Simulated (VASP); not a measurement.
The system is CdTe.

```xyz
2
Lattice="0.0000 3.2447 3.2447 3.2447 0.0000 3.2447 3.2447 3.2447 0.0000" Properties=species:S:1:pos:R:3 pbc="T T T"
Cd    0.0000    0.0000    0.0000
Te    1.6223    1.6223    1.6223
```

Base run:

| Quantity | Value |
| --- | --- |
| Program | VASP 6.6.1 |
| Functional | HF |
| Potentials or basis | VASP PAW PBE potentials, release 64 (Cd, Te) |
| Cutoff | 520 eV |
| k mesh | 4 × 4 × 4 |
| Occupations | gaussian, width 0.01 eV |
| Spin | no spin polarisation |

Its results: band gap on the k mesh 6.72 eV; pressure 3.9 GPa.

**Question.** The run is repeated on the same cell with these changes: functional from HF to PBE0; share of exact exchange from 1 to 0.25. What comes out?

**Answer.** Band gap on the k mesh 2.23 eV; pressure 1.4 GPa.

Caveats: the PAW data sets were made with another functional, which shifts forces and pressure a little; spin-orbit coupling is left out, which moves the levels of the heavy elements; the cell stands under pressure (at least some runs).

